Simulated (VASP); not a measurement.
Wanted: the native input for a VASP 6.6.1 run.

```yaml
Task: single point
Functional: PBE
Potentials_or_basis: VASP PAW PBE potentials, release 64 (Nb_sv, C)
Cutoff: 520 eV
k_mesh: 10 × 10 × 10
Occupations: gaussian, width 0.1 eV
Spin: no spin polarisation
Dipole_correction: no
Further_INCAR_settings: ALGO = Normal; EDIFF = 1e-07; NBANDS = 22
```

The structure of NbC4 lies in POSCAR:

```
NbC4
1.0
    3.6052813397      0.0000000000      0.0000000000
    0.0000000000      3.6052813397      0.0000000000
    0.0000000000      0.0000000000      3.6052813397
Nb C
1 4
Direct
    0.0000000000      0.0000000000      0.0000000000
    0.3489903008      0.6510096992      0.6510096992
    0.6510096992      0.3489903008      0.6510096992
    0.6510096992      0.6510096992      0.3489903008
    0.3489903008      0.3489903008      0.3489903008
```

The input as run:

INCAR

```
SYSTEM = NbC4
PREC = Accurate
ENCUT = 520
EDIFF = 1E-7
ISMEAR = 0
SIGMA = 0.1
LREAL = .FALSE.
LASPH = .TRUE.
NELM = 60
ALGO = Normal
ISIF = 2
LWAVE = .FALSE.
LCHARG = .TRUE.
GGA = PE
LELF = .TRUE.
LVHAR = .TRUE.
NBANDS = 22
```

KPOINTS

```
regular mesh
0
G
  10 10 10
  0 0 0
```

Potentials or basis: VASP PAW PBE potentials, release 64 (Nb_sv, C).

Command:

```bash
$ cat potpaw_PBE.64/Nb_sv/POTCAR potpaw_PBE.64/C/POTCAR > POTCAR
$ mpirun -np 1 vasp_std > vasp.out
```

Results of the run:

```
Pressure      : 0.2 GPa
Largest force : 0.140 eV/Å
```

It took 41 s on 1 thread of AMD EPYC 9R45 96-Core Processor (Zen 5) (shared host), peak memory 0.16 GiB.
